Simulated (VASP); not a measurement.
# Sn (Fd-3m) in VASP: further runs

The runs below take Sn through single point, with PBE.

All numbers are computed with VASP 6.6.1; they aren't measurements. Logs are shortened: lines on timing, memory, paths and dates and some standing lists are left out, and cuts for length are marked.

### 1 The cell of the first run

It takes space group Fd-3m (No. 227, cubic). The conventional cell has a = 6.335 Å, b = 6.335 Å, c = 6.335 Å, α = 90.00°, β = 90.00°, γ = 90.00°. Within 3.6 Å of Sn (site symmetry -43m) lie 4 Sn at 2.74 Å.

### 2 Single point, PBE (volume scaled by 0.94)

Input file INCAR:

```
PREC = Accurate ; ENCUT = 520
EDIFF = 1E-6 ; ISMEAR = -1
SIGMA = 0.05 ; LREAL = False
LASPH = True ; NELM = 60
ALGO = Fast ; ISIF = 2
LWAVE = False ; LCHARG = False
GGA = PE ; NBANDS = 21
```

Input file KPOINTS:

```
regular mesh
0
Gamma
  7 7 7
```

Input file POSCAR:

```
Sn
1.0
    0.0000000000      3.1673376916      3.1673376916
    3.1673376916      0.0000000000      3.1673376916
    3.1673376916      3.1673376916      0.0000000000
Sn
2
Direct
    0.7500000000      0.7500000000      0.7500000000
    0.5000000000      0.5000000000      0.5000000000
```

Potentials or basis: VASP PAW PBE potentials, release 64 (Sn_d).

The run is started by

```console
cat potpaw_PBE.64/Sn_d/POTCAR > POTCAR
mpirun -np 1 vasp_std > vasp.out
```

OUTCAR:

```text
PREC = Accurate
   ENCUT = 520
   EDIFF = 1E-6
   ISMEAR = -1
   LREAL = False
   LASPH = True
   NELM = 60
   ISIF = 2
   GGA = PE

 ion  position               nearest neighbor table
   1  0.750  0.750  0.750-   2 2.74   2 2.74   2 2.74   2 2.74
   2  0.500  0.500  0.500-   1 2.74   1 2.74   1 2.74   1 2.74

  LATTYP: Found a face centered cubic cell.
 ALAT       =     6.3346753832

  Lattice vectors:

 A1 = (   0.0000000000,   3.1673376916,   3.1673376916)
 A2 = (   3.1673376916,   0.0000000000,   3.1673376916)
 A3 = (   3.1673376916,   3.1673376916,   0.0000000000)

Analysis of symmetry for initial positions (statically):
=====================================================================
 Subroutine PRICEL returns:
 Original cell was already a primitive cell.

 Routine SETGRP: Setting up the symmetry group for a
 face centered cubic supercell.

 Subroutine GETGRP returns: Found 48 space group operations
 (whereof 24 operations were pure point group operations)
 out of a pool of 48 trial point group operations.

The static configuration has the point symmetry T_d .
 The point group associated with its full space group is O_h .

Analysis of symmetry for dynamics (positions and initial velocities):
=====================================================================
 Subroutine PRICEL returns:
 Original cell was already a primitive cell.

 Routine SETGRP: Setting up the symmetry group for a
 face centered cubic supercell.

 Subroutine GETGRP returns: Found 48 space group operations
 (whereof 24 operations were pure point group operations)
 out of a pool of 48 trial point group operations.

The dynamic configuration has the point symmetry T_d .
 The point group associated with its full space group is O_h .

 Subroutine INISYM returns: Found 48 space group operations
 (whereof 24 operations are pure point group operations),
 and found     1 'primitive' translations

----------------------------------------------------------------------------------------

                                     Primitive cell

  volume of cell :      63.5496

  direct lattice vectors                    reciprocal lattice vectors
     0.000000000  3.167337692  3.167337692    -0.157861286  0.157861286  0.157861286
     3.167337692  0.000000000  3.167337692     0.157861286 -0.157861286  0.157861286
     3.167337692  3.167337692  0.000000000     0.157861286  0.157861286 -0.157861286

  length of vectors
     4.479291920  4.479291920  4.479291920     0.273423767  0.273423767  0.273423767

  position of ions in fractional coordinates (direct lattice)
     0.750000000  0.750000000  0.750000000
     0.500000000  0.500000000  0.500000000

  ion indices of the primitive-cell ions
   primitive index   ion index
                 1           1
                 2           2

----------------------------------------------------------------------------------------

 KPOINTS: regular mesh

Automatic generation of k-mesh.
 Grid dimensions read from file:
 generate k-points for:    7    7    7

 Generating k-lattice:

  Cartesian coordinates                     Fractional coordinates (reciprocal lattice)
    -0.022551612  0.022551612  0.022551612     0.142857143  0.000000000  0.000000000
     0.022551612 -0.022551612  0.022551612     0.000000000  0.142857143  0.000000000
     0.022551612  0.022551612 -0.022551612     0.000000000  0.000000000  0.142857143

  Length of vectors
     0.039060538  0.039060538  0.039060538

  Shift w.r.t. Gamma in fractional coordinates (k-lattice)
     0.000000000  0.000000000  0.000000000

 Subroutine IBZKPT returns following result:
 ===========================================

 Found     20 irreducible k-points:

 Following reciprocal coordinates:
            Coordinates               Weight
  0.000000  0.000000  0.000000      1.000000
  0.142857  0.000000  0.000000      8.000000
  0.285714  0.000000  0.000000      8.000000
  0.428571  0.000000  0.000000      8.000000
  0.142857  0.142857  0.000000      6.000000
  0.285714  0.142857  0.000000     24.000000
[... 12 lines left out ...]
 -0.428571  0.428571  0.142857     24.000000
 -0.285714  0.428571  0.142857     24.000000
   k-points           NKPTS =     20   k-points in BZ     NKDIM =     20   number of bands    NBANDS=     21
   number of dos      NEDOS =    301   number of ions     NIONS =      2
   total plane-waves  NPLWV =  46656
   dimension x,y,z NGX =    36 NGY =   36 NGZ =   36
   dimension x,y,z NGXF=    72 NGYF=   72 NGZF=   72
   ions per type =               2
   NGX,Y,Z   is equivalent  to a cutoff of  13.36, 13.36, 13.36 a.u.
   NGXF,Y,Z  is equivalent  to a cutoff of  26.72, 26.72, 26.72 a.u.
 SYSTEM =  unknown system
   PREC   = accura    normal or accurate (medium, high low for compatibility)
   ISTART =      0    job   : 0-new  1-cont  2-samecut
   ICHARG =      2    charge: 1-file 2-atom 10-const
   ISPIN  =      1    spin polarized calculation?
   LNONCOLLINEAR =      F non collinear calculations
   LSORBIT =      F    spin-orbit coupling
   LASPH  =      T    aspherical Exc in radial PAW
   ENCUT  =  520.0 eV  38.22 Ry    6.18 a.u.   8.33  8.33  8.33*2*pi/ulx,y,z
   NELM   =     60;   NELMIN=  2; NELMDL= -5     # of ELM steps
   EDIFF  = 0.1E-05   stopping-criterion for ELM
   LREAL  =      F    real-space projection
   EDIFFG = 0.1E-04   stopping-criterion for IOM
   NSW    =      0    number of steps for IOM
   IBRION =     -1    ionic relax: 0-MD 1-quasi-New 2-CG
   NFREE  =      0    steps in history (QN), initial steepest desc. (CG)
   ISIF   =      2    stress and relaxation
   ISYM   =      2    0-nonsym 1-usesym 2-fastsym
   POTIM  = 0.5000    time-step for ionic-motion
   TEBEG  =    0.0;   TEEND  =   0.0 temperature during run
   PSTRESS=    0.0 pullay stress
   NELECT =      28.0000    total number of electrons
   NUPDOWN=      -1.0000    fix difference up-down
   EMIN   =  10.00;   EMAX   =-10.00  energy-range for DOS
   EFERMI =   0.00;   METHOD = LEGACY
   ISMEAR =    -1;   SIGMA  =   0.05  broadening in eV -4-tet -1-fermi 0-gaus
   EFERMI_NEDOS =   21; number of points for ismear=-14 and -15
   IALGO  =     68    algorithm
   IMIX   =      4    mixing-type and parameters
     AMIX     =   0.40;   BMIX     =  1.00
     AMIX_MAG =   1.60;   BMIX_MAG =  1.00
  volume/ion in A,a.u.               =      31.77       214.43
  Fermi-wavevector in a.u.,A,eV,Ry     =   1.245728  2.354084 21.114033  1.551838
  Thomas-Fermi vector in A             =   2.379937
   LORBIT       =      0    0 simple, 1 ext, 2 COOP (PROOUT), +10 PAW based schemes
   GGA     = PE    functional components
   LHFCALC =     F    Hartree Fock is set to
   AEXX    =    0.0000 exact exchange contribution
   IVDW    =     0    specifies the selected vdW correction
   LEPSILON=     F    determine dielectric tensor
   LRPA    =     F    only Hartree local field effects (RPA)
 non-spin polarized calculation
 RMM-DIIS sequential band-by-band and
  energy-cutoff  :      520.00
  volume of cell :       63.55
 maximum number of plane-waves:      1729
 NGX is ok and might be reduce to    36
   NGX = 17   NGY = 17   NGZ = 17

 number of electron      28.0000001 magnetization

 Free energy of the ion-electron system (eV)
  ---------------------------------------------------
  ext. energy  EPLUGINS =         0.00000000
  ---------------------------------------------------
  free energy    TOTEN  =        -7.46905615 eV

  energy without entropy =       -7.46762904  energy(sigma->0) =       -7.46834259

 E-fermi :   6.5155     XC(G=0):  -9.1952

 val. band max:        6.3275902079   @ k =   0.0000   0.0000   0.0000
 cond. band min:       6.5347177367   @ k =   0.0000   0.0000   0.0000
 fundamental gap:      0.2071275288
 Fermi energy:         6.5155355011

 k-point     1 :       0.0000    0.0000    0.0000
  band No.  band energies     occupation
      1     -15.3997      2.00000
      2     -15.3997      2.00000
      3     -15.3997      2.00000
      4     -15.3295      2.00000
      5     -15.3295      2.00000
      6     -14.9558      2.00000
[... 13 lines left out ...]
     20      14.5840      0.00000
     21      14.5842      0.00000

 k-point     2 :       0.1429    0.0000    0.0000
  band No.  band energies     occupation
      1     -15.4159      2.00000
      2     -15.4159      2.00000
      3     -15.3941      2.00000
      4     -15.3062      2.00000
      5     -15.3062      2.00000
      6     -14.9833      2.00000
[... 13 lines left out ...]
     20      13.5027      0.00000
     21      13.5027      0.00000

 k-point     3 :       0.2857    0.0000    0.0000
  band No.  band energies     occupation
      1     -15.4345      2.00000
      2     -15.4345      2.00000
      3     -15.3813      2.00000
      4     -15.2737      2.00000
      5     -15.2737      2.00000
      6     -15.0100      2.00000
[... 13 lines left out ...]
     20      13.5451      0.00000
     21      13.5451      0.00000

 k-point     4 :       0.4286    0.0000    0.0000
  band No.  band energies     occupation
      1     -15.4423      2.00000
      2     -15.4423      2.00000
      3     -15.3705      2.00000
      4     -15.2577      2.00000
      5     -15.2577      2.00000
      6     -15.0210      2.00000
[... 13 lines left out ...]
     20      14.8995      0.00000
     21      14.8995      0.00000

 k-point     5 :       0.1429    0.1429    0.0000
  band No.  band energies     occupation
      1     -15.4128      2.00000
      2     -15.4128      2.00000
      3     -15.4115      2.00000
      4     -15.3097      2.00000
      5     -15.2806      2.00000
      6     -15.0308      2.00000
[... 13 lines left out ...]
     20      12.8171      0.00000
     21      14.8140      0.00000
[... 286 lines left out ...]
     20      15.0049      0.00000
     21      15.7443      0.00000

 k-point    18 :      -0.4286    0.2857    0.1429
  band No.  band energies     occupation
      1     -15.4798      2.00000
      2     -15.4623      2.00000
      3     -15.3108      2.00000
      4     -15.2204      2.00000
      5     -15.1812      2.00000
      6     -15.1257      2.00000
[... 13 lines left out ...]
     20      15.1336      0.00000
     21      15.7142      0.00000

 k-point    19 :      -0.4286    0.4286    0.1429
  band No.  band energies     occupation
      1     -15.4743      2.00000
      2     -15.4716      2.00000
      3     -15.3022      2.00000
      4     -15.2175      2.00000
      5     -15.1780      2.00000
      6     -15.1088      2.00000
[... 13 lines left out ...]
     20      15.8417      0.00000
     21      17.1412      0.00000

 k-point    20 :      -0.2857    0.4286    0.1429
  band No.  band energies     occupation
      1     -15.4883      2.00000
      2     -15.4727      2.00000
      3     -15.2730      2.00000
      4     -15.1902      2.00000
      5     -15.1657      2.00000
      6     -15.1256      2.00000
[... 13 lines left out ...]
     20      15.4503      0.00000
     21      17.4064      0.00000

------------------------ aborting loop because EDIFF is reached ----------------------------------------

  FORCE on cell =-STRESS in cart. coord.  units (eV):
  Direction    XX          YY          ZZ          XY          YZ          ZX
  --------------------------------------------------------------------------------------
  -------------------------------------------------------------------------------------
  Total        3.0005033      3.0005033      3.0005033      0.0000000     -0.0000000      0.0000000
  in kB       75.6469792     75.6469792     75.6469792      0.0000000     -0.0000000      0.0000000
  external PRESSURE =      75.6469792 kB  Pullay stress =       0.0000000 kB

 VOLUME and BASIS-vectors are now :
 -----------------------------------------------------------------------------
  energy-cutoff  :      520.00
  volume of cell :       63.55
      direct lattice vectors                 reciprocal lattice vectors
     0.000000000  3.167337692  3.167337692    -0.157861286  0.157861286  0.157861286
     3.167337692  0.000000000  3.167337692     0.157861286 -0.157861286  0.157861286
     3.167337692  3.167337692  0.000000000     0.157861286  0.157861286 -0.157861286

 POSITION                                       TOTAL-FORCE (eV/Angst)
 -----------------------------------------------------------------------------------
      4.75101      4.75101      4.75101         0.000000      0.000000      0.000000
      3.16734      3.16734      3.16734        -0.000000     -0.000000     -0.000000
 -----------------------------------------------------------------------------------
    total drift:                                0.000000      0.000000      0.000000

  FREE ENERGIE OF THE ION-ELECTRON SYSTEM (eV)
  ---------------------------------------------------
  free  energy   TOTEN  =        -7.4690561487 eV

  energy  without entropy=       -7.4676290374  energy(sigma->0) =       -7.46834259
```

Run time: 33 s. Hardware: 1 thread of Intel Xeon Platinum 8488C (Sapphire Rapids), shared host; peak memory 0.2 GiB.

Results:

- Free energy: -7.4691 eV
- Pressure: 7.6 GPa
- Band gap on the k mesh: zero (filled and empty bands touch)

Levels at points of the mesh, in eV from the Fermi level:
```
           k point  band 10  band 11  band 12  band 13  band 14  band 15  band 16  band 17  band 18  band 19
(0.00, 0.00, 0.00)   -21.45   -11.18    -0.19     0.02     0.02     0.02     2.09     2.09     2.09     4.99
```

Caveat: spin-orbit coupling is left out, which moves the levels of the heavy elements.

### 3 Single point, PBE (volume scaled by 0.96)

Input file INCAR:

```
SYSTEM = Sn
PREC = Accurate
ENCUT = 520
EDIFF = 1E-6
ISMEAR = -1
SIGMA = 0.05
LREAL = .False.
LASPH = .True.
NELM = 80
ALGO = Normal
ISIF = 2
LWAVE = .False.
LCHARG = .False.
GGA = PE
NBANDS = 21
```

Input file KPOINTS:

```
regular mesh
0
Gamma
  7 7 7
  0 0 0
```

Input file POSCAR:

```
Sn
1.0
    0.0000000000      3.1896436215      3.1896436215
    3.1896436215      0.0000000000      3.1896436215
    3.1896436215      3.1896436215      0.0000000000
Sn
2
Direct
    0.7500000000      0.7500000000      0.7500000000
    0.5000000000      0.5000000000      0.5000000000
```

Potentials or basis: VASP PAW PBE potentials, release 64 (Sn_d).

The run is started by

```console
cat potpaw_PBE.64/Sn_d/POTCAR > POTCAR
mpirun -np 1 vasp_std > vasp.out
```

It took 20 s on 1 thread of Intel Xeon Platinum 8488C (Sapphire Rapids), shared host; peak memory 0.2 GiB.

It converged, with:

```yaml
Free_energy: -7.5272 eV
Pressure: 6.2 GPa
Band_gap_on_the_k_mesh: zero (filled and empty bands touch)
```

Levels at points of the mesh, in eV from the Fermi level:
```csv
k point,band 10,band 11,band 12,band 13,band 14,band 15,band 16,band 17,band 18,band 19
"(0.00, 0.00, 0.00)",-21.40,-11.00,-0.31,0.04,0.04,0.04,2.12,2.12,2.12,5.01
```

Caveat: spin-orbit coupling is left out, which moves the levels of the heavy elements.

(Part 1 of 2 ends here.)
